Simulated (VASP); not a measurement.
Wanted: the native input for a VASP 6.6.1 run.

* Task: relaxation of cell and atoms
* Functional: PBEsol
* Potentials or basis: VASP PAW PBE potentials, release 64 (Pd)
* Cutoff: 600 eV
* k mesh: 9 × 9 × 9
* Occupations: gaussian, width 0.1 eV
* Spin: no spin polarisation
* Dipole correction: no
* Further INCAR settings: ALGO = Normal; EDIFF = 1e-06; IBRION = 2; EDIFFG = -0.01; NSW = 80; ISIF = 3

The structure of Pd lies in POSCAR:

```
Pd
1.0
    2.5300000000      0.0000000000      0.0000000000
    0.0000000000      2.5300000000      0.0000000000
    0.0000000000      0.0000000000      2.5300000000
Pd
1
Direct
    0.0000000000      0.0000000000      0.0000000000
```

The input as run:

INCAR

```
  ALGO = Normal
  EDIFF = 1E-6
  EDIFFG = -0.01
  ENCUT = 600
  GGA = PS
  IBRION = 2
  ISIF = 3
  ISMEAR = 0
  LASPH = True
  LCHARG = False
  LREAL = False
  LWAVE = False
  NELM = 80
  NSW = 80
  PREC = Accurate
  SIGMA = 0.1
```

KPOINTS

```
k-points
0
Gamma
  9 9 9
```

Potentials or basis: VASP PAW PBE potentials, release 64 (Pd).

Command:

```sh
$ cat potpaw_PBE.64/Pd/POTCAR > POTCAR
$ mpirun -np 1 vasp_std > vasp.out
```

It gave:

* Relaxed volume: 16.83 Å³/atom
* Relaxed cell: a = 2.562 Å, b = 2.562 Å, c = 2.562 Å, α = 90.00°, β = 90.00°, γ = 90.00°
* Space group after relaxing (to 0.05 Å): Pm-3m (No. 221)
* Energy gained by relaxing: 11.5 meV/atom
* Ionic steps: 3
* Pressure after relaxing: -0.1 GPa
* Band gap on the k mesh: zero (band 5 reaches 8.86 eV, above the bottom of band 6 at 7.20 eV)

Caveat: the PAW data sets were made with another functional, which shifts forces and pressure a little.

Wall time 6.5 s on 1 thread of Intel(R) Xeon(R) 6975P-C (Granite Rapids) (shared host), peak memory 0.13 GiB.
